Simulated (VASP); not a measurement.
Runs of VASP 6.6.1 on Pb. The structure is that of space group I4/mmm (No. 139), or close to it. The cells are those of the table. 

```csv
cell,further INCAR settings,gap on the mesh (eV),pressure (GPa)
"a = 3.557, b = 3.557, c = 3.384 Å, angles 61.6, 61.6, 56.8°, 1 atom",ALGO = Fast; EDIFF = 1e-07; NBANDS = 13,none,-0.1
"a = 3.811, b = 3.811, c = 3.112 Å, angles 65.9, 65.9, 48.2°, 1 atom",ALGO = Fast; EDIFF = 1e-07; NBANDS = 13,none,2.1
"a = 3.712, b = 3.712, c = 3.200 Å, angles 64.5, 64.5, 51.1°, 1 atom",ALGO = Fast; EDIFF = 1e-06; NBANDS = 13,none,(a)
"a = 3.451, b = 3.451, c = 3.591 Å, angles 58.6, 58.6, 62.7°, 1 atom",ALGO = Fast; EDIFF = 1e-07; NBANDS = 13,none,(b)
"a = 3.401, b = 3.401, c = 4.032 Å, angles 53.6, 53.6, 72.7°, 1 atom",ALGO = Fast; EDIFF = 1e-06; NBANDS = 13,none,-0.4
```

Alike in all rows: task single point; level PBEsol; potentials or basis VASP PAW PBE potentials, release 64 (Pb_d); no spin polarisation; k mesh 18 × 18 × 18; cutoff (eV) 520; smearing gaussian 0.15 eV.

Fill in the values left out.

(a) 0.8; (b) -0.2.

Caveats: the PAW data sets were made with another functional, which shifts forces and pressure a little; spin-orbit coupling is left out, which moves the levels of the heavy elements.

A k mesh can miss the band edges, and the runs leave out spin-orbit coupling on Pb.

A gap of «none» marks levels without a gap at the run's occupations.
